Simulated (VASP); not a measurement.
TaN: single point with PBE

Crystal: TaN.

```
Ta N
1.0
     0.00000    2.21132    2.21132
     2.21132    0.00000    2.21132
     2.21132    2.21132    0.00000
Ta N
1 1
Direct
  0.50000 0.50000 0.50000
  0.00000 0.00000 0.00000
```

```json
{
  "Program": "VASP 6.6.1",
  "Task": "single point",
  "Functional": "PBE",
  "Potentials or basis": "VASP PAW PBE potentials, release 64 (Ta_pv, N)",
  "Cutoff": "520 eV",
  "k mesh": "10 × 10 × 10",
  "Occupations": "gaussian, width 0.02 eV",
  "Spin": "no spin polarisation",
  "Dipole correction": "no",
  "Further INCAR settings": "ALGO = Normal; EDIFF = 1e-06; NBANDS = 15"
}
```

```json
{
 "Pressure": "-0.6 GPa",
 "Band gap on the k mesh": "zero (band 8 reaches 11.20 eV, above the bottom of band 9 at 7.29 eV)"
}
```

Levels at points of the mesh, in eV from the Fermi level:
```csv
k point,band 6,band 7,band 8,band 9,band 10,band 11
"(0.00, 0.00, 0.00)",-3.82,-3.82,-2.12,-2.12,-2.12,0.00
"(0.50, 0.00, 0.00)",-7.50,-7.50,1.79,1.79,1.88,3.72
"(0.50, 0.50, 0.00)",-5.41,-4.64,-4.64,2.00,3.38,3.38
```

Wall time 8.1 s on 1 thread of Intel Xeon 6975P-C, with other jobs on the host, peak memory 0.15 GiB.

Caveat: spin-orbit coupling is left out, which moves the levels of the heavy elements.
